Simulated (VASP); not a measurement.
Set up this calculation in VASP 6.6.1, as the native input.

| Property | Result |
| --- | --- |
| Task | single point |
| Functional | PBE |
| Potentials or basis | VASP PAW PBE potentials, release 64 (Pt) |
| Cutoff | 520 eV |
| k mesh | 15 × 15 × 4 |
| Occupations | fermi-dirac, width 0.1 eV |
| Spin | no spin polarisation |
| Dipole correction | no |
| Further INCAR settings | ALGO = Normal; EDIFF = 1e-06; NBANDS = 28 |

The structure of Pt lies in POSCAR:

```
Pt
1.0
    2.8632781695      0.0000000000      0.0000000000
   -1.4316390848      2.4796716329      0.0000000000
    0.0000000000      0.0000000000      9.5605151162
Pt
4
Direct
    0.0000000000      1.0000000000      1.0000000000
    0.0000000000      1.0000000000      0.5000000000
    0.3333333333      0.6666666667      0.2500000000
    0.6666666667      0.3333333333      0.7500000000
```

This cell differs from its parent crystal: volume scaled by 1.08.

One way to write it, as run:

INCAR

```
  PREC = Accurate
  ENCUT = 520
  EDIFF = 1E-6
  ISMEAR = -1
  SIGMA = 0.1
  LREAL = F
  LASPH = T
  NELM = 60
  ALGO = Normal
  ISIF = 2
  LWAVE = F
  LCHARG = F
  GGA = PE
  NBANDS = 28
```

KPOINTS

```
regular mesh
0
Gamma
  15 15 4
```

Potentials or basis: VASP PAW PBE potentials, release 64 (Pt).

Launch:

```bash
$ cat potpaw_PBE.64/Pt/POTCAR > POTCAR
$ mpirun -np 1 vasp_std > vasp.out
```

Results of the run:

```yaml
Pressure: -15.5 GPa
Band_gap_on_the_k_mesh: zero (band 20 reaches 9.44 eV, above the bottom of band 21 at 8.34 eV)
```

Caveat: spin-orbit coupling is left out, which moves the levels of the heavy elements.

Wall time 83 s on 1 thread of Intel(R) Xeon(R) 6975P-C (Granite Rapids) (shared host), peak memory 0.25 GiB.
